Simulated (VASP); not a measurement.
Input of a VASP 6.6.1 run:

Contents of INCAR:

```
SYSTEM = ReP2
  PREC = Accurate
  ENCUT = 520
  EDIFF = 1E-7
  ISMEAR = 0
  SIGMA = 0.1
  LREAL = .FALSE.
  LASPH = .TRUE.
  NELM = 60
  ALGO = Normal
  ISIF = 2
  LWAVE = .FALSE.
  LCHARG = .TRUE.
  GGA = PE
  LELF = .TRUE.
  LVHAR = .TRUE.
  NBANDS = 16
```

KPOINTS

```
regular mesh
0
G
  6 6 4
  0 0 0
```

File POSCAR:

```
ReP2
1.0
    3.6987467000      0.0000000000      0.0000000000
    0.0000000000      3.6987467000      0.0000000000
    0.0000000000      0.0000000000      4.8758584400
Re P
1 2
Direct
    0.0000000000      0.0000000000      0.6276486700
    0.0000000000      0.5000000000      0.9191830100
    0.5000000000      0.0000000000      0.9191830100
```

Potentials or basis: VASP PAW PBE potentials, release 64 (Re, P).

Launch:

```sh
$ cat potpaw_PBE.64/Re/POTCAR potpaw_PBE.64/P/POTCAR > POTCAR
$ mpirun -np 1 vasp_std > vasp.out
```

Problem. Predict the pressure.

Solution. -3.6 GPa.

Problem. Predict the band gap on the k mesh.

Solution. Zero (an odd number of electrons rules out a gap without spin polarisation).

Problem. Estimate the largest force.

Solution. 0.115 eV/Å.

Forces in eV/Å, atoms in the order of the input:
```
Re   0.000  0.000 -0.115
P    0.000  0.000  0.057
P    0.000  0.000  0.057
```

Caveat: the cell stands under tension; spin-orbit coupling is left out, which moves the levels of the heavy elements.
